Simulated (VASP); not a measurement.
LiNbO3, 10 atoms in the cell. The structure is trigonal, space group R3c (No. 161). Conventional cell: a = 5.216 Å, b = 5.216 Å, c = 13.210 Å, α = 90.00°, β = 90.00°, γ = 120.00°. Li (site symmetry 3) has 6 O at 2.08 to 2.21 Å and 1 Nb at 2.89 Å within 2.9 Å. Within 2.5 Å of Nb (site symmetry 3) lie 6 O at 1.87 to 2.11 Å. O (site symmetry 1) has 2 Nb at 1.87 to 2.11 Å and 2 Li at 2.08 to 2.21 Å within 2.5 Å. 

```yaml
Program: VASP 6.6.1
Task: single point
Functional: PBE
Potentials_or_basis: VASP PAW PBE potentials, release 64 (Li_sv, Nb_sv, O)
Cutoff: 520 eV
k_mesh: 6 × 6 × 6
Occupations: gaussian, width 0.05 eV
Spin: no spin polarisation
Dipole_correction: no
Further_INCAR_settings: ALGO = Normal; EDIFF = 1e-06; NBANDS = 45
```

Potentials or basis: VASP PAW PBE potentials, release 64 (Li_sv, Nb_sv, O).

Run with:

```bash
$ cat potpaw_PBE.64/Li_sv/POTCAR potpaw_PBE.64/Nb_sv/POTCAR potpaw_PBE.64/O/POTCAR > POTCAR
$ mpirun -np 1 vasp_std > vasp.out
```

Hardware: 1 thread of AMD EPYC 9R45 96-Core Processor (Zen 5), with other jobs on the host.

Question: Estimate the wall time of this run.

Answer: It took 100 s on 1 thread of AMD EPYC 9R45 96-Core Processor (Zen 5) (shared host), peak memory 0.27 GiB. Counts: scf iterations 14, k points 32.
